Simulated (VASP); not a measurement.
Set up this calculation in VASP 6.6.1, as the native input.

* Task: single point
* Functional: LDA
* Potentials or basis: VASP PAW LDA potentials, release 64 (Al)
* Cutoff: 520 eV
* k mesh: 24 × 24 × 24
* Occupations: gaussian, width 0.15 eV
* Spin: no spin polarisation
* Dipole correction: no
* Further INCAR settings: ALGO = Normal; EDIFF = 1e-06; NBANDS = 8

The structure of Al lies in POSCAR:

```
Al
1.0
   -1.4579705573      1.4579705573      1.8953617245
    1.4579705573     -1.4579705573      1.8953617245
    1.4579705573      1.4579705573     -1.8953617245
Al
1
Direct
    0.0000000000      0.0000000000      0.0000000000
```

This cell differs from its parent crystal: ratio of the length along z to the lengths across it x 1.3, volume and fractional coordinates fixed.

The input as run:

INCAR

```
SYSTEM = Al
PREC = Accurate
ENCUT = 520
EDIFF = 1E-6
ISMEAR = 0
SIGMA = 0.15
LREAL = .FALSE.
LASPH = .TRUE.
NELM = 60
ALGO = Normal
ISIF = 2
LWAVE = .FALSE.
LCHARG = .FALSE.
GGA = CA
NBANDS = 8
```

KPOINTS

```
regular mesh
0
G
  24 24 24
  0 0 0
```

Potentials or basis: VASP PAW LDA potentials, release 64 (Al).

The run is started by

```bash
$ cat potpaw_LDA.64/Al/POTCAR > POTCAR
$ mpirun -np 1 vasp_std > vasp.out
```

It gave:

* Pressure: -1.0 GPa
* Band gap on the k mesh: zero (an odd number of electrons rules out a gap without spin polarisation)

It took 32 s on 1 thread of Intel(R) Xeon(R) 6975P-C (Granite Rapids) (shared host), peak memory 0.22 GiB.
